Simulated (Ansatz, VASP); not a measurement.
**Two plane-wave programs on Cu**

File INCAR:

```
  PREC = Accurate
  ENCUT = 520
  EDIFF = 1E-7
  ISMEAR = 0
  SIGMA = 0.15
  LREAL = F
  LASPH = T
  NELM = 80
  ALGO = Fast
  ISIF = 2
  LWAVE = F
  LCHARG = F
  GGA = PS
  NBANDS = 18
```

KPOINTS

```
regular mesh
0
Gamma
  24 24 12
```

Contents of POSCAR:

```
Cu
1.0
    2.5859180901      0.0000000000      0.0000000000
   -1.2929590451      2.2394707581      0.0000000000
    0.0000000000      0.0000000000      4.2230406841
Cu
2
Direct
    0.3333333333      0.6666666667      0.2500000000
    0.6666666667      0.3333333333      0.7500000000
```

Input for Ansatz:

```yaml
crystal:
  lattice:
    - [2.5859180901, 0.0, 0.0]
    - [-1.2929590451, 2.2394707581, 0.0]
    - [0.0, 0.0, 4.2230406841]
  atoms:
    - { symbol: Cu, position: [0.3333333333, 0.6666666667, 0.25] }
    - { symbol: Cu, position: [0.6666666667, 0.3333333333, 0.75] }
basis:
  ecutwfc: 520.0
kpoints:
  mp_grid: { grid: [24, 24, 12] }
hamiltonian:
  xc: pbesol
  pseudopotentials: { kind: paw }
scf:
  occupations: { method: gaussian, width: 0.15 }
output:
  forces: true
  stress: true
  eigenvalues: true
```

Alike in both runs: task single point; functional PBEsol; k mesh 24 × 24 × 12; occupations gaussian, width 0.15 eV; no spin polarisation.

|  | VASP | Ansatz |
| --- | --- | --- |
| version | VASP 6.6.1 | Ansatz 0.2.0 |
| potentials or method | VASP PAW PBE potentials, release 64 (Cu), cutoff 520 eV | scalar-relativistic, plane waves, PAW |
| valence electrons in the cell | 22 | 38 |

VASP gave:

```
gap on the k mesh at the Fermi level (eV)                     : none
pressure (GPa)                                                : -9.9
traceless stress, the component that is largest in VASP (GPa) : 0.44
```

Q: Estimate Ansatz's values.

A: gap on the k mesh at the Fermi level (eV): none; pressure (GPa): -10.6; traceless stress, the component that is largest in VASP (GPa): 0.44.

VASP's potentials were made for PBE, not for PBEsol. A gap of «none» marks a metal or a gap that the smearing closes. VASP's potentials hold 22 valence electrons a cell and Ansatz's 38, so a difference there can come from the potentials and not from the codes.
